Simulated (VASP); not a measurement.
# Pd (P6_3/mmc) in VASP: notebook

Runs on Pd. Level: PBEsol. Tasks: single point.

Program: VASP 6.6.1. These are calculated values, not measurements. Logs are shortened: lines on timing, memory, paths and dates and some standing lists are left out, and cuts for length are marked.

### 1 The cell of the first run

Symmetry: P6_3/mmc, No. 194, hexagonal system. The conventional cell has a = 2.706 Å, b = 2.706 Å, c = 8.932 Å, α = 90.00°, β = 90.00°, γ = 120.00°. Within 3.6 Å of Pd (site symmetry -6m2) lie 12 Pd at 2.71 to 2.73 Å. Pd (site symmetry -3m) has 12 Pd at 2.71 to 2.73 Å within 3.6 Å.

### 2 Single point, PBEsol (volume scaled by 0.94)

The input, INCAR:

```
SYSTEM = Pd
PREC     = Accurate       ! precision mode
ENCUT    = 520            ! plane-wave cutoff, eV
EDIFF    = 1E-6           ! SCF threshold, eV
ISMEAR   = -1             ! smearing method
SIGMA    = 0.05           ! smearing width, eV
LREAL    = .FALSE.        ! projectors in reciprocal space
LASPH    = .TRUE.         ! aspherical terms in the spheres
NELM     = 80             ! most SCF steps
ALGO     = Normal         ! electronic algorithm
ISIF     = 2              ! what is computed and relaxed
LWAVE    = .FALSE.        ! write WAVECAR
LCHARG   = .FALSE.        ! write CHGCAR
GGA      = PS             ! functional
NBANDS   = 28             ! bands
```

The input, KPOINTS:

```
regular mesh
0
G
  11 11 3
  0 0 0
```

The input, POSCAR:

```
Pd
1.0
    2.7061670355      0.0000000000      0.0000000000
   -1.3530835178      2.3436093997      0.0000000000
    0.0000000000      0.0000000000      8.9322521844
Pd
4
Direct
    0.6666666667      0.3333333333      0.7500000000
    0.0000000000      0.0000000000      0.5000000000
    0.3333333333      0.6666666667      0.2500000000
    0.0000000000      0.0000000000      0.0000000000
```

Potentials or basis: VASP PAW PBE potentials, release 64 (Pd).

Started as:

```console
$ cat potpaw_PBE.64/Pd/POTCAR > POTCAR
$ mpirun -np 1 vasp_std > vasp.out
```

OUTCAR:

```text
SYSTEM = Pd
   PREC = Accurate
   ENCUT = 520
   EDIFF = 1E-6
   ISMEAR = -1
   LREAL = .FALSE.
   LASPH = .TRUE.
   NELM = 80
   ISIF = 2
   GGA = PS

 ion  position               nearest neighbor table
   1  0.667  0.333  0.750-   2 2.73   4 2.73   2 2.73   4 2.73   2 2.73   4 2.73
   2  0.000  0.000  0.500-   1 2.73   3 2.73   1 2.73   3 2.73   1 2.73   3 2.73
   3  0.333  0.667  0.250-   2 2.73   4 2.73   2 2.73   4 2.73   2 2.73   4 2.73
   4  0.000  0.000  0.000-   1 2.73   3 2.73   1 2.73   3 2.73   1 2.73   3 2.73

  LATTYP: Found a hexagonal cell.
 ALAT       =     2.7061670355
 C/A-ratio  =     3.3007024575

  Lattice vectors:

 A1 = (   2.7061670355,   0.0000000000,   0.0000000000)
 A2 = (  -1.3530835178,   2.3436093997,   0.0000000000)
 A3 = (   0.0000000000,   0.0000000000,   8.9322521844)

Analysis of symmetry for initial positions (statically):
=====================================================================
 Subroutine PRICEL returns:
 Original cell was already a primitive cell.

 Routine SETGRP: Setting up the symmetry group for a
 hexagonal supercell.

 Subroutine GETGRP returns: Found 24 space group operations
 (whereof 12 operations were pure point group operations)
 out of a pool of 24 trial point group operations.

The static configuration has the point symmetry D_3d.
 The point group associated with its full space group is D_6h.

Analysis of symmetry for dynamics (positions and initial velocities):
=====================================================================
 Subroutine PRICEL returns:
 Original cell was already a primitive cell.

 Routine SETGRP: Setting up the symmetry group for a
 hexagonal supercell.

 Subroutine GETGRP returns: Found 24 space group operations
 (whereof 12 operations were pure point group operations)
 out of a pool of 24 trial point group operations.

The dynamic configuration has the point symmetry D_3d.
 The point group associated with its full space group is D_6h.

 Subroutine INISYM returns: Found 24 space group operations
 (whereof 12 operations are pure point group operations),
 and found     1 'primitive' translations

----------------------------------------------------------------------------------------

                                     Primitive cell

  volume of cell :      56.6501

  direct lattice vectors                    reciprocal lattice vectors
[... 83 lines left out ...]
   ISTART =      0    job   : 0-new  1-cont  2-samecut
   ICHARG =      2    charge: 1-file 2-atom 10-const
   ISPIN  =      1    spin polarized calculation?
   LNONCOLLINEAR =      F non collinear calculations
   LSORBIT =      F    spin-orbit coupling
   LASPH  =      T    aspherical Exc in radial PAW
   ENCUT  =  520.0 eV  38.22 Ry    6.18 a.u.   5.03  5.03 16.61*2*pi/ulx,y,z
   NELM   =     80;   NELMIN=  2; NELMDL= -5     # of ELM steps
   EDIFF  = 0.1E-05   stopping-criterion for ELM
   LREAL  =      F    real-space projection
   EDIFFG = 0.1E-04   stopping-criterion for IOM
   NSW    =      0    number of steps for IOM
   IBRION =     -1    ionic relax: 0-MD 1-quasi-New 2-CG
   NFREE  =      0    steps in history (QN), initial steepest desc. (CG)
   ISIF   =      2    stress and relaxation
   ISYM   =      2    0-nonsym 1-usesym 2-fastsym
   POTIM  = 0.5000    time-step for ionic-motion
   TEBEG  =    0.0;   TEEND  =   0.0 temperature during run
   PSTRESS=    0.0 pullay stress
   NELECT =      40.0000    total number of electrons
   NUPDOWN=      -1.0000    fix difference up-down
   EMIN   =  10.00;   EMAX   =-10.00  energy-range for DOS
   EFERMI =   0.00;   METHOD = LEGACY
   ISMEAR =    -1;   SIGMA  =   0.05  broadening in eV -4-tet -1-fermi 0-gaus
   EFERMI_NEDOS =   21; number of points for ismear=-14 and -15
   IALGO  =     38    algorithm
   IMIX   =      4    mixing-type and parameters
     AMIX     =   0.40;   BMIX     =  1.00
     AMIX_MAG =   1.60;   BMIX_MAG =  1.00
  volume/ion in A,a.u.               =      14.16        95.57
  Fermi-wavevector in a.u.,A,eV,Ry     =   1.457789  2.754821 28.914390  2.125148
  Thomas-Fermi vector in A             =   2.574549
   LORBIT       =      0    0 simple, 1 ext, 2 COOP (PROOUT), +10 PAW based schemes
   GGA     = PS    functional components
   LHFCALC =     F    Hartree Fock is set to
   AEXX    =    0.0000 exact exchange contribution
   IVDW    =     0    specifies the selected vdW correction
   LEPSILON=     F    determine dielectric tensor
   LRPA    =     F    only Hartree local field effects (RPA)
 non-spin polarized calculation
  energy-cutoff  :      520.00
  volume of cell :       56.65
 maximum number of plane-waves:      1545
 NGX is ok and might be reduce to    20
   NGX =  9   NGY =  9   NGZ = 33

 number of electron      40.0000002 magnetization

 Free energy of the ion-electron system (eV)
  ---------------------------------------------------
  ext. energy  EPLUGINS =         0.00000000
  ---------------------------------------------------
  free energy    TOTEN  =       -23.75715805 eV

  energy without entropy =      -23.67564376  energy(sigma->0) =      -23.71640091

 E-fermi :  10.3554     XC(G=0): -13.6339

 val. band max:       10.3500001865   @ k =   0.2727   0.0909   0.0000
 cond. band min:      10.3648022162   @ k =   0.2727   0.0000   0.0000
 fundamental gap:      0.0148020296
 Fermi energy:        10.3554108969

 k-point     1 :       0.0000    0.0000    0.0000
  band No.  band energies     occupation
      1       2.7619      2.00000
      2       4.4680      2.00000
      3       4.4750      2.00000
      4       4.6482      2.00000
      5       7.1848      2.00000
      6       7.2112      2.00000
[... 733 lines left out ...]
     27      24.5826      0.00000
     28      25.2344      0.00000

 [... further k-points ...]
[... 5 lines left out ...]
  --------------------------------------------------------------------------------------
  -------------------------------------------------------------------------------------
  Total        2.2507189      2.2507189      2.0154197     -0.0000000      0.0000000      0.0000000
  in kB       63.6547805     63.6547805     57.0000560     -0.0000000      0.0000000      0.0000000
  external PRESSURE =      61.4365390 kB  Pullay stress =       0.0000000 kB

 VOLUME and BASIS-vectors are now :
 -----------------------------------------------------------------------------
  energy-cutoff  :      520.00
  volume of cell :       56.65
      direct lattice vectors                 reciprocal lattice vectors
     2.706167036  0.000000000  0.000000000     0.369526340  0.213346132  0.000000000
    -1.353083518  2.343609400  0.000000000     0.000000000  0.426692264  0.000000000
     0.000000000  0.000000000  8.932252184     0.000000000  0.000000000  0.111953848

 POSITION                                       TOTAL-FORCE (eV/Angst)
 -----------------------------------------------------------------------------------
      1.35308      0.78120      6.69919         0.000000     -0.000000     -0.000000
      0.00000      0.00000      4.46613        -0.000000     -0.000000     -0.000000
     -0.00000      1.56241      2.23306        -0.000000      0.000000      0.000000
      0.00000      0.00000      0.00000        -0.000000     -0.000000     -0.000000
 -----------------------------------------------------------------------------------
    total drift:                                0.000000     -0.000000      0.000000

  FREE ENERGIE OF THE ION-ELECTRON SYSTEM (eV)
  ---------------------------------------------------
  free  energy   TOTEN  =       -23.7571580516 eV

  energy  without entropy=      -23.6756437643  energy(sigma->0) =      -23.71640091
```

stdout:

```text
POSCAR found type information on POSCAR Pd
 POSCAR found :  1 types and       4 ions
 scaLAPACK will be used
 -----------------------------------------------------------------------------
|                                                                             |
|                                                                             |
|     You enforced a specific xc type in the INCAR file but a different       |
|     I HOPE YOU KNOW WHAT YOU ARE DOING!                                     |
|                                                                             |
 -----------------------------------------------------------------------------

 LDA part: xc-table for (Slater+PW92), standard interpolation
 POSCAR, INCAR and KPOINTS ok, starting setup
 FFT: planning ... GRIDC
 FFT: planning ... GRID_SOFT
 FFT: planning ... GRID
 WAVECAR not read
 entering main loop
```

Run time: 26 s. Hardware: 1 thread of AMD EPYC 9R45 (Zen 5), shared host; peak memory 0.15 GiB.

What came out:

```
Free energy            : -23.7572 eV
Pressure               : 6.1 GPa
Band gap on the k mesh : zero (band 20 reaches 10.56 eV, above the bottom of band 21 at 9.57 eV)
```

Levels at points of the mesh, in eV from the Fermi level:
| k point | band 16 | band 17 | band 18 | band 19 | band 20 | band 21 | band 22 | band 23 | band 24 | band 25 |
| --- | --- | --- | --- | --- | --- | --- | --- | --- | --- | --- |
| (0.00, 0.00, 0.00) | -1.64 | -1.64 | -1.15 | -1.15 | -0.77 | -0.77 | -0.15 | -0.15 | 0.70 | 7.40 |

Caveat: the PAW data sets were made with another functional, which shifts forces and pressure a little.

### 3 Single point, PBEsol (volume scaled by 0.96)

The input, INCAR:

```
SYSTEM = Pd
PREC = Accurate
ENCUT = 520
EDIFF = 1E-6
ISMEAR = -1
SIGMA = 0.05
LREAL = .False.
LASPH = .True.
NELM = 100
ALGO = Normal
ISIF = 2
LWAVE = .False.
LCHARG = .True.
GGA = PS
LELF = .True.
LVHAR = .True.
NBANDS = 28
```

The input, KPOINTS:

```
Automatic mesh
0
Gamma
  11 11 3
  0 0 0
```

The input, POSCAR:

```
Pd
1.0
    2.7252251778      0.0000000000      0.0000000000
   -1.3626125889      2.3601142350      0.0000000000
    0.0000000000      0.0000000000      8.9951574413
Pd
4
Direct
    0.6666666667      0.3333333333      0.7500000000
    0.0000000000      0.0000000000      0.5000000000
    0.3333333333      0.6666666667      0.2500000000
    0.0000000000      0.0000000000      0.0000000000
```

Potentials or basis: VASP PAW PBE potentials, release 64 (Pd).

Started as:

```console
$ cat potpaw_PBE.64/Pd/POTCAR > POTCAR
$ mpirun -np 1 vasp_std > vasp.out
```

It took 27 s on 1 thread of AMD EPYC 9R45 (Zen 5), shared host; peak memory 0.16 GiB.

The run converged. Its results:

```yaml
Free_energy: -23.7862 eV
Pressure: 1.4 GPa
Band_gap_on_the_k_mesh: zero (band 20 reaches 10.18 eV, above the bottom of band 21 at 9.23 eV)
```

Stress tensor (GPa, compression positive):
```
1.63 0.00 0.00
0.00 1.63 0.00
0.00 0.00 1.07
```

Levels at points of the mesh, in eV from the Fermi level:
| k point | band 17 | band 18 | band 19 | band 20 | band 21 | band 22 | band 23 | band 24 |
| --- | --- | --- | --- | --- | --- | --- | --- | --- |
| (0.00, 0.00, 0.00) | -1.58 | -1.11 | -1.11 | -0.74 | -0.74 | -0.14 | -0.14 | 0.76 |

Caveat: the PAW data sets were made with another functional, which shifts forces and pressure a little.

[end of part 1 of 2]
